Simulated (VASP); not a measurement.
Write the native input for VASP 6.6.1 that does the following.

```
Task                   : single point
Functional             : PBE
Potentials or basis    : VASP PAW PBE potentials, release 64 (Zr_sv, Ta_pv, S)
Cutoff                 : 520 eV
k mesh                 : 4 × 4 × 4
Occupations            : gaussian, width 0.1 eV
Spin                   : no spin polarisation
Dipole correction      : no
Further INCAR settings : ALGO = Normal; EDIFF = 1e-07; NBANDS = 32
```

The structure of ZrTaS4 lies in POSCAR:

```
ZrTaS4
1.0
    0.0000000000      3.6777441274      3.6777441274
    3.6777441274      0.0000000000      3.6777441274
    3.6777441274      3.6777441274      0.0000000000
Zr Ta S
1 1 4
Direct
    0.0000000000      0.0000000000      0.0000000000
    0.7500000000      0.7500000000      0.7500000000
    0.3757612214      0.8727163358      0.3757612214
    0.3757612214      0.3757612214      0.8727163358
    0.3757612214      0.3757612214      0.3757612214
    0.8727163358      0.3757612214      0.3757612214
```

The input as run:

INCAR

```
SYSTEM = ZrTaS4
ALGO = Normal
EDIFF = 1E-7
ENCUT = 520
GGA = PE
ISIF = 2
ISMEAR = 0
LASPH = .TRUE.
LCHARG = .FALSE.
LREAL = .FALSE.
LWAVE = .FALSE.
NBANDS = 32
NELM = 60
PREC = Accurate
SIGMA = 0.1
```

KPOINTS

```
k-points
0
G
  4 4 4
  0 0 0
```

Potentials or basis: VASP PAW PBE potentials, release 64 (Zr_sv, Ta_pv, S).

Command:

```console
$ cat potpaw_PBE.64/Zr_sv/POTCAR potpaw_PBE.64/Ta_pv/POTCAR potpaw_PBE.64/S/POTCAR > POTCAR
$ mpirun -np 1 vasp_std > vasp.out
```

It gave:

```json
{"Pressure": "-0.1 GPa", "Largest force": "0.012 eV/Å"}
```

Caveat: the k points lie up to 0.37 Å⁻¹ apart.

Wall time 21 s on 1 thread of AMD EPYC 9R45 96-Core Processor (Zen 5) (shared host), peak memory 0.21 GiB.
